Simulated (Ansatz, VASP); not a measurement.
CdF2: VASP beside Ansatz

Contents of INCAR:

```
PREC = Accurate
ENCUT = 700
EDIFF = 1E-6
ISMEAR = 0
SIGMA = 0.05
LREAL = F
LASPH = T
NELM = 120
ALGO = Normal
ISIF = 2
LWAVE = F
LCHARG = F
GGA = PS
NBANDS = 24
GGA_COMPAT = F
```

KPOINTS

```
regular mesh
0
Gamma
  8 8 8
```

File POSCAR:

```
CdF2
1.0
    1.0533872689      3.3106457022      3.3106457022
    3.3106457022      1.0533872689      3.3106457022
    3.3106457022      3.3106457022      1.0533872689
Cd F
1 2
Direct
    0.0000000000      0.0000000000      0.0000000000
    0.2500000000      0.2500000000      0.2500000000
    0.7500000000      0.7500000000      0.7500000000
```

Input for Ansatz:

```yaml
crystal:
  lattice:
    - [1.0533872689, 3.3106457022, 3.3106457022]
    - [3.3106457022, 1.0533872689, 3.3106457022]
    - [3.3106457022, 3.3106457022, 1.0533872689]
  atoms:
    - { symbol: Cd, position: [0.0, 0.0, 0.0] }
    - { symbol: F, position: [0.25, 0.25, 0.25] }
    - { symbol: F, position: [0.75, 0.75, 0.75] }
basis:
  ecutwfc: 420
kpoints:
  mp_grid: { grid: [8, 8, 8] }
hamiltonian:
  xc: pbesol
scf:
  occupations: { method: gaussian, width: 0.05 }
output:
  forces: true
  stress: true
  eigenvalues: true
```

Alike in both runs: task single point; functional PBEsol; k mesh 8 × 8 × 8; occupations gaussian, width 0.05 eV; no spin polarisation.

|  | VASP | Ansatz |
| --- | --- | --- |
| version | VASP 6.6.1 | Ansatz 0.2.0 |
| potentials or method | VASP PAW PBE potentials, release 64 (Cd_sv_GW, F), cutoff 700 eV | scalar-relativistic, plane waves, PAW |
| valence electrons in the cell | 34 | 34 |

|  | VASP | Ansatz | Ansatz less VASP |
| --- | --- | --- | --- |
| gap on the k mesh at the Fermi level (eV) | 3.29 | 3.31 | +0.018 |
| least direct gap on the mesh (eV) | 3.39 | 3.41 | +0.018 |
| pressure (GPa) | 17.5 | 17.7 | +0.16 |
| traceless stress, the component that is largest in VASP (GPa) | -5.10 | -4.99 | +0.103 |
| rms of the force components (eV/Å) | 0.351 | 0.344 | -0.0071 |

VASP's potentials were made for PBE, not for PBEsol. Atom by atom the forces differ by 0.007 eV/Å (rms over components).
